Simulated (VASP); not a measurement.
# CdF2 (Fm-3m) in VASP: further runs

Runs on CdF2. Level: LDA. Tasks: single point.

Everything below comes from runs of VASP 6.6.1. Logs are shortened: lines on timing, memory, paths and dates and some standing lists are left out, and cuts for length are marked.

### 1 The cell of the first run

It takes space group Fm-3m (No. 225, cubic). The conventional cell has a = 5.163 Å, b = 5.163 Å, c = 5.163 Å, α = 90.00°, β = 90.00°, γ = 90.00°. Within 3.0 Å of Cd (site symmetry m-3m) lie 8 F at 2.24 Å. F (site symmetry -43m) has 4 Cd at 2.24 Å and 6 F at 2.58 Å within 3.0 Å.

### 2 Single point, LDA

Contents of INCAR:

```
SYSTEM = CdF2
PREC = Accurate
ENCUT = 520
EDIFF = 1E-7
ISMEAR = 1
SIGMA = 0.01
LREAL = .FALSE.
LASPH = .TRUE.
NELM = 60
ALGO = Normal
ISIF = 2
LWAVE = .FALSE.
LCHARG = .FALSE.
GGA = CA
NBANDS = 20
```

Contents of KPOINTS:

```
regular mesh
0
G
  6 6 6
  0 0 0
```

Contents of POSCAR:

```
CdF2
1.0
    0.0000000000      2.5816170190      2.5816170190
    2.5816170190      0.0000000000      2.5816170190
    2.5816170190      2.5816170190      0.0000000000
Cd F
1 2
Direct
    0.0000000000      0.0000000000      0.0000000000
    0.2500000000      0.2500000000      0.2500000000
    0.7500000000      0.7500000000      0.7500000000
```

Potentials or basis: VASP PAW LDA potentials, release 64 (Cd, F).

Run with:

```bash
> cat potpaw_LDA.64/Cd/POTCAR potpaw_LDA.64/F/POTCAR > POTCAR
> mpirun -np 1 vasp_std > vasp.out
```

OUTCAR:

```text
SYSTEM = CdF2
   PREC = Accurate
   ENCUT = 520
   EDIFF = 1E-7
   ISMEAR = 1
   LREAL = .FALSE.
   LASPH = .TRUE.
   NELM = 60
   ISIF = 2
   GGA = CA

 ion  position               nearest neighbor table
   1  0.000  0.000  0.000-   2 2.24   3 2.24   3 2.24   3 2.24   3 2.24   2 2.24   2 2.24   2 2.24

   2  0.250  0.250  0.250-   1 2.24   1 2.24   1 2.24   1 2.24
   3  0.750  0.750  0.750-   1 2.24   1 2.24   1 2.24   1 2.24

  LATTYP: Found a face centered cubic cell.
 ALAT       =     5.1632340380

  Lattice vectors:

 A1 = (   0.0000000000,   2.5816170190,   2.5816170190)
 A2 = (   2.5816170190,   0.0000000000,   2.5816170190)
 A3 = (   2.5816170190,   2.5816170190,   0.0000000000)

Analysis of symmetry for initial positions (statically):
=====================================================================
 Subroutine PRICEL returns:
 Original cell was already a primitive cell.

 Routine SETGRP: Setting up the symmetry group for a
 face centered cubic supercell.

 Subroutine GETGRP returns: Found 48 space group operations
 (whereof 48 operations were pure point group operations)
 out of a pool of 48 trial point group operations.

The static configuration has the point symmetry O_h .

Analysis of symmetry for dynamics (positions and initial velocities):
=====================================================================
 Subroutine PRICEL returns:
 Original cell was already a primitive cell.

 Routine SETGRP: Setting up the symmetry group for a
 face centered cubic supercell.

 Subroutine GETGRP returns: Found 48 space group operations
 (whereof 48 operations were pure point group operations)
 out of a pool of 48 trial point group operations.

The dynamic configuration has the point symmetry O_h .

 Subroutine INISYM returns: Found 48 space group operations
 (whereof 48 operations are pure point group operations),
 and found     1 'primitive' translations

----------------------------------------------------------------------------------------

                                     Primitive cell

  volume of cell :      34.4116

  direct lattice vectors                    reciprocal lattice vectors
     0.000000000  2.581617019  2.581617019    -0.193677062  0.193677062  0.193677062
     2.581617019  0.000000000  2.581617019     0.193677062 -0.193677062  0.193677062
     2.581617019  2.581617019  0.000000000     0.193677062  0.193677062 -0.193677062

  length of vectors
     3.650957801  3.650957801  3.650957801     0.335458512  0.335458512  0.335458512

  position of ions in fractional coordinates (direct lattice)
     0.000000000  0.000000000  0.000000000
     0.250000000  0.250000000  0.250000000
     0.750000000  0.750000000  0.750000000

  ion indices of the primitive-cell ions
   primitive index   ion index
                 1           1
                 2           2
                 3           3

----------------------------------------------------------------------------------------

 KPOINTS: regular mesh

Automatic generation of k-mesh.
 Grid dimensions read from file:
 generate k-points for:    6    6    6

 Generating k-lattice:

  Cartesian coordinates                     Fractional coordinates (reciprocal lattice)
    -0.032279510  0.032279510  0.032279510     0.166666667  0.000000000  0.000000000
     0.032279510 -0.032279510  0.032279510     0.000000000  0.166666667  0.000000000
     0.032279510  0.032279510 -0.032279510     0.000000000  0.000000000  0.166666667

  Length of vectors
     0.055909752  0.055909752  0.055909752

  Shift w.r.t. Gamma in fractional coordinates (k-lattice)
     0.000000000  0.000000000  0.000000000

 Subroutine IBZKPT returns following result:
 ===========================================

 Found     16 irreducible k-points:

 Following reciprocal coordinates:
            Coordinates               Weight
  0.000000  0.000000  0.000000      1.000000
  0.166667  0.000000  0.000000      8.000000
  0.333333  0.000000  0.000000      8.000000
  0.500000  0.000000  0.000000      4.000000
  0.166667  0.166667  0.000000      6.000000
  0.333333  0.166667  0.000000     24.000000
[... 8 lines left out ...]
 -0.333333  0.333333  0.166667     24.000000
 -0.333333  0.500000  0.166667     12.000000
   k-points           NKPTS =     16   k-points in BZ     NKDIM =     16   number of bands    NBANDS=     20
   number of dos      NEDOS =    301   number of ions     NIONS =      3
   total plane-waves  NPLWV =  21952
   dimension x,y,z NGX =    28 NGY =   28 NGZ =   28
   dimension x,y,z NGXF=    56 NGYF=   56 NGZF=   56
   ions per type =               1   2
   NGX,Y,Z   is equivalent  to a cutoff of  12.75, 12.75, 12.75 a.u.
   NGXF,Y,Z  is equivalent  to a cutoff of  25.50, 25.50, 25.50 a.u.
 SYSTEM =  CdF2
   PREC   = accura    normal or accurate (medium, high low for compatibility)
   ISTART =      0    job   : 0-new  1-cont  2-samecut
   ICHARG =      2    charge: 1-file 2-atom 10-const
   ISPIN  =      1    spin polarized calculation?
   LNONCOLLINEAR =      F non collinear calculations
   LSORBIT =      F    spin-orbit coupling
   LASPH  =      T    aspherical Exc in radial PAW
   ENCUT  =  520.0 eV  38.22 Ry    6.18 a.u.   6.79  6.79  6.79*2*pi/ulx,y,z
   NELM   =     60;   NELMIN=  2; NELMDL= -5     # of ELM steps
   EDIFF  = 0.1E-06   stopping-criterion for ELM
   LREAL  =      F    real-space projection
   EDIFFG = 0.1E-05   stopping-criterion for IOM
   NSW    =      0    number of steps for IOM
   IBRION =     -1    ionic relax: 0-MD 1-quasi-New 2-CG
   NFREE  =      0    steps in history (QN), initial steepest desc. (CG)
   ISIF   =      2    stress and relaxation
   ISYM   =      2    0-nonsym 1-usesym 2-fastsym
   POTIM  = 0.5000    time-step for ionic-motion
   TEBEG  =    0.0;   TEEND  =   0.0 temperature during run
   PSTRESS=    0.0 pullay stress
   NELECT =      26.0000    total number of electrons
   NUPDOWN=      -1.0000    fix difference up-down
   EMIN   =  10.00;   EMAX   =-10.00  energy-range for DOS
   EFERMI =   0.00;   METHOD = LEGACY
   ISMEAR =     1;   SIGMA  =   0.01  broadening in eV -4-tet -1-fermi 0-gaus
   EFERMI_NEDOS =   21; number of points for ismear=-14 and -15
   IALGO  =     38    algorithm
   IMIX   =      4    mixing-type and parameters
     AMIX     =   0.40;   BMIX     =  1.00
     AMIX_MAG =   1.60;   BMIX_MAG =  1.00
  volume/ion in A,a.u.               =      11.47        77.41
  Fermi-wavevector in a.u.,A,eV,Ry     =   1.491068  2.817710 30.249615  2.223284
  Thomas-Fermi vector in A             =   2.603770
   LORBIT       =      0    0 simple, 1 ext, 2 COOP (PROOUT), +10 PAW based schemes
   GGA     = CA    functional components
   LHFCALC =     F    Hartree Fock is set to
   AEXX    =    0.0000 exact exchange contribution
   IVDW    =     0    specifies the selected vdW correction
   LEPSILON=     F    determine dielectric tensor
   LRPA    =     F    only Hartree local field effects (RPA)
 non-spin polarized calculation
 Methfessel and Paxton  Order N= 1 SIGMA  =   0.01
  energy-cutoff  :      520.00
  volume of cell :       34.41
 maximum number of plane-waves:       941
   NGX = 13   NGY = 13   NGZ = 13

 number of electron      26.0000004 magnetization

 Free energy of the ion-electron system (eV)
  ---------------------------------------------------
  ext. energy  EPLUGINS =         0.00000000
  ---------------------------------------------------
  free energy    TOTEN  =       -12.60633885 eV

  energy without entropy =      -12.60633885  energy(sigma->0) =      -12.60633885

 E-fermi :  -0.5304     XC(G=0): -11.8337

 val. band max:       -0.5781697000   @ k =  -0.3333   0.5000   0.1667
 cond. band min:       2.6970151502   @ k =   0.0000   0.0000   0.0000
 fundamental gap:      3.2751848502
 Fermi energy:        -0.5304202813

 k-point     1 :       0.0000    0.0000    0.0000
  band No.  band energies     occupation
      1     -21.8477      2.00000
      2     -20.2324      2.00000
      3      -6.7884      2.00000
      4      -6.7884      2.00000
      5      -6.7884      2.00000
      6      -4.8591      2.00000
[... 12 lines left out ...]
     19      19.8841      0.00000
     20      19.8841      0.00000

 k-point     2 :       0.1667    0.0000    0.0000
  band No.  band energies     occupation
      1     -21.7217      2.00000
      2     -20.3503      2.00000
      3      -6.6499      2.00000
      4      -6.6499      2.00000
      5      -6.3890      2.00000
      6      -4.9194      2.00000
[... 12 lines left out ...]
     19      19.2908      0.00000
     20      19.4051      0.00000

 k-point     3 :       0.3333    0.0000    0.0000
  band No.  band energies     occupation
      1     -21.4055      2.00000
      2     -20.6412      2.00000
      3      -6.3901      2.00000
      4      -6.3901      2.00000
      5      -5.3816      2.00000
      6      -4.9041      2.00000
[... 12 lines left out ...]
     19      18.4783      0.00000
     20      19.6281      0.00000

 k-point     4 :       0.5000    0.0000    0.0000
  band No.  band energies     occupation
      1     -21.0801      2.00000
      2     -20.9476      2.00000
      3      -6.2896      2.00000
      4      -6.2896      2.00000
      5      -4.7573      2.00000
      6      -4.7573      2.00000
[... 12 lines left out ...]
     19      18.1224      0.00000
     20      18.9375      0.00000

 k-point     5 :       0.1667    0.1667    0.0000
  band No.  band energies     occupation
      1     -21.6843      2.00000
      2     -20.3815      2.00000
      3      -6.5925      2.00000
      4      -6.5925      2.00000
      5      -6.2553      2.00000
      6      -5.1762      2.00000
[... 12 lines left out ...]
     19      20.0923      0.00000
     20      20.8425      0.00000
[... 169 lines left out ...]
      6      -4.6810      2.00000
[... 12 lines left out ...]
     19      19.9179      0.00000
     20      21.0530      0.00000

 k-point    14 :       0.5000    0.3333    0.1667
  band No.  band energies     occupation
      1     -21.2280      2.00000
      2     -20.7668      2.00000
      3      -6.2491      2.00000
      4      -5.9164      2.00000
      5      -5.6893      2.00000
      6      -4.9222      2.00000
[... 12 lines left out ...]
     19      19.3614      0.00000
     20      21.7796      0.00000

 k-point    15 :      -0.3333    0.3333    0.1667
  band No.  band energies     occupation
      1     -21.0024      2.00000
      2     -20.9689      2.00000
      3      -6.2099      2.00000
      4      -5.8033      2.00000
      5      -5.4590      2.00000
      6      -5.0832      2.00000
[... 12 lines left out ...]
     19      18.9253      0.00000
     20      21.8686      0.00000

 k-point    16 :      -0.3333    0.5000    0.1667
  band No.  band energies     occupation
      1     -21.0632      2.00000
      2     -20.8866      2.00000
      3      -6.4391      2.00000
      4      -5.4546      2.00000
      5      -5.3149      2.00000
      6      -5.2591      2.00000
[... 12 lines left out ...]
     19      20.3598      0.00000
     20      20.9584      0.00000

------------------------ aborting loop because EDIFF is reached ----------------------------------------

  FORCE on cell =-STRESS in cart. coord.  units (eV):
  Direction    XX          YY          ZZ          XY          YZ          ZX
  --------------------------------------------------------------------------------------
  -------------------------------------------------------------------------------------
  Total        2.9488518      2.9488518      2.9488518      0.0000000     -0.0000000      0.0000000
  in kB      137.2960627    137.2960627    137.2960627      0.0000000     -0.0000000      0.0000000
  external PRESSURE =     137.2960627 kB  Pullay stress =       0.0000000 kB

 VOLUME and BASIS-vectors are now :
 -----------------------------------------------------------------------------
  energy-cutoff  :      520.00
  volume of cell :       34.41
      direct lattice vectors                 reciprocal lattice vectors
     0.000000000  2.581617019  2.581617019    -0.193677062  0.193677062  0.193677062
     2.581617019  0.000000000  2.581617019     0.193677062 -0.193677062  0.193677062
     2.581617019  2.581617019  0.000000000     0.193677062  0.193677062 -0.193677062

 POSITION                                       TOTAL-FORCE (eV/Angst)
 -----------------------------------------------------------------------------------
      0.00000      0.00000      0.00000        -0.000000      0.000000      0.000000
      1.29081      1.29081      1.29081        -0.000000     -0.000000     -0.000000
      3.87243      3.87243      3.87243         0.000000      0.000000      0.000000
 -----------------------------------------------------------------------------------
    total drift:                                0.000000      0.000000      0.000000

  FREE ENERGIE OF THE ION-ELECTRON SYSTEM (eV)
  ---------------------------------------------------
  free  energy   TOTEN  =       -12.6063388516 eV

  energy  without entropy=      -12.6063388516  energy(sigma->0) =      -12.60633885
```

Run time: 9.3 s. Hardware: 1 thread of AMD EPYC 7R13 (Zen 3), shared host; peak memory 0.11 GiB.

Results:

```yaml
Free_energy: -12.6063 eV
Pressure: 13.7 GPa
Band_gap_on_the_k_mesh: 3.28 eV, indirect (least direct gap 3.54 eV)
```

A k mesh can miss the band edges. A hybrid or GW would open this gap; LDA tends to underestimate it.

### 3 Single point, LDA

This run uses another cell than the first one, of 11.99 Å³/atom, 1.045 times its volume.

Contents of INCAR:

```
PREC = Accurate ; ENCUT = 520
EDIFF = 1E-6 ; ISMEAR = 1
SIGMA = 0.01 ; LREAL = F
LASPH = T ; NELM = 100
ALGO = Normal ; ISIF = 2
LWAVE = F ; LCHARG = F
NBANDS = 20
```

Contents of KPOINTS:

```
Automatic mesh
0
Gamma
  6 6 6
```

Contents of POSCAR:

```
CdF2
1.0
    0.0000000000      2.6201542978      2.6201542978
    2.6201542978      0.0000000000      2.6201542978
    2.6201542978      2.6201542978      0.0000000000
Cd F
1 2
Direct
    0.0000000000      0.0000000000      0.0000000000
    0.2500000000      0.2500000000      0.2500000000
    0.7500000000      0.7500000000      0.7500000000
```

Potentials or basis: VASP PAW LDA potentials, release 64 (Cd, F).

Run with:

```bash
> cat potpaw_LDA.64/Cd/POTCAR potpaw_LDA.64/F/POTCAR > POTCAR
> mpirun -np 1 vasp_std > vasp.out
```

Run time: 8.5 s. Hardware: 1 thread of AMD EPYC 7R13 (Zen 3), shared host; peak memory 0.11 GiB.

Results (log left out):

```yaml
Free_energy: -12.7049 eV
Pressure: 5.9 GPa
Band_gap_on_the_k_mesh: 3.11 eV, indirect (least direct gap 3.45 eV)
```

Levels at points of the mesh, in eV from the valence-band top:
```tsv
k point	band 10	band 11	band 12	band 13	band 14	band 15	band 16	band 17
(0.00, 0.00, 0.00)	-1.22	-0.34	-0.34	-0.34	3.11	12.69	12.69	12.69
(0.50, 0.00, 0.00)	-2.23	-2.23	-0.30	-0.30	7.60	9.06	14.89	14.89
(0.50, 0.50, 0.00)	-3.17	-0.68	-0.08	-0.08	8.45	9.82	11.62	14.70
```

(Part 1 of 2 ends here.)
